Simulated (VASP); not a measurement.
A run of VASP 6.6.1:

File INCAR:

```
SYSTEM = BN
PREC     = Accurate       ! precision mode
ENCUT    = 1330           ! plane-wave cutoff, eV
EDIFF    = 1E-6           ! SCF threshold, eV
ISMEAR   = 0              ! smearing method
SIGMA    = 0.1            ! smearing width, eV
LREAL    = .FALSE.        ! projectors in reciprocal space
LASPH    = .TRUE.         ! aspherical terms in the spheres
NELM     = 120            ! most SCF steps
ALGO     = Normal         ! electronic algorithm
ISIF     = 2              ! what is computed and relaxed
LWAVE    = .FALSE.        ! write WAVECAR
LCHARG   = .FALSE.        ! write CHGCAR
GGA      = CA             ! functional
NBANDS   = 11             ! bands
GGA_COMPAT= .FALSE.
```

File KPOINTS:

```
Automatic mesh
0
G
  8 8 8
  0 0 0
```

POSCAR

```
BN
1.0
    0.0000000000      1.8130010000      1.8130010000
    1.8130010000      0.0000000000      1.8130010000
    1.8130010000      1.8130010000      0.0000000000
B N
1 1
Direct
    0.0000000000      0.0000000000      0.0000000000
    0.2500000000      0.2500000000      0.2500000000
```

Potentials or basis: VASP PAW LDA potentials, release 64 (B_h, N_h).

The run is started by

```console
$ cat potpaw_LDA.64/B_h/POTCAR potpaw_LDA.64/N_h/POTCAR > POTCAR
$ mpirun -np 1 vasp_std > vasp.out
```

Hardware: 1 thread of AMD EPYC 7R13 Processor (Zen 3), on a shared host.

Q: How long does it take, and how much memory?

A: It took 8.4 s on 1 thread of AMD EPYC 7R13 Processor (Zen 3) (shared host), peak memory 0.11 GiB. Counts: scf iterations 11, k points 29.
